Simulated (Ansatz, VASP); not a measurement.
# P in VASP and in Ansatz

The input INCAR:

```
SYSTEM = P
ALGO = Normal ; EDIFF = 1E-6
ENCUT = 520 ; GGA = RP
ISIF = 2 ; ISMEAR = -1
LASPH = .True. ; LCHARG = .False.
LREAL = .False. ; LWAVE = .False.
NBANDS = 12 ; NELM = 80
PREC = Accurate ; SIGMA = 0.1
```

The input KPOINTS:

```
k-points
0
Gamma
  11 11 11
  0 0 0
```

File POSCAR:

```
P
1.0
    0.0000000000      2.6550017142      2.6550017142
    2.6550017142      0.0000000000      2.6550017142
    2.6550017142      2.6550017142      0.0000000000
P
2
Direct
    0.1250000000      0.1250000000      0.1250000000
    0.8750000000      0.8750000000      0.8750000000
```

Input for Ansatz:

```yaml
crystal:
  lattice:
    - [0.0, 2.6550017142, 2.6550017142]
    - [2.6550017142, 0.0, 2.6550017142]
    - [2.6550017142, 2.6550017142, 0.0]
  atoms:
    - { symbol: P, position: [0.125, 0.125, 0.125] }
    - { symbol: P, position: [0.875, 0.875, 0.875] }
hamiltonian:
  xc: rpbe
  pseudopotentials:
    kind: paw
    azcp:
      P: "pseudopotentials/P.paw.azcp"
basis:
  ecutwfc: 420
  fft_grid_basis: typed
kpoints:
  mp_grid: { grid: [11, 11, 11], shift: [0, 0, 0] }
magnetization:
  spin_polarized: false
scf:
  occupations: { method: fermi_dirac, width: 0.1 }
  lower_state_search: "off"
output:
  stress: true
```

Alike in both runs: task single point; functional RPBE; k mesh 11 × 11 × 11; occupations fermi-dirac, width 0.1 eV; no spin polarisation.

```csv
,VASP,Ansatz
version,VASP 6.6.1,Ansatz 0.2.0
potentials or method,"VASP PAW PBE potentials, release 64 (P), cutoff 520 eV","plane waves (420 eV) with PAW, scalar-relativistic"
valence electrons in the cell,10,10
```

|  | VASP | Ansatz | Ansatz less VASP |
| --- | --- | --- | --- |
| pressure (GPa) | 6.0 | 6.5 | +0.50 |

VASP's potentials were made for PBE, not for RPBE.
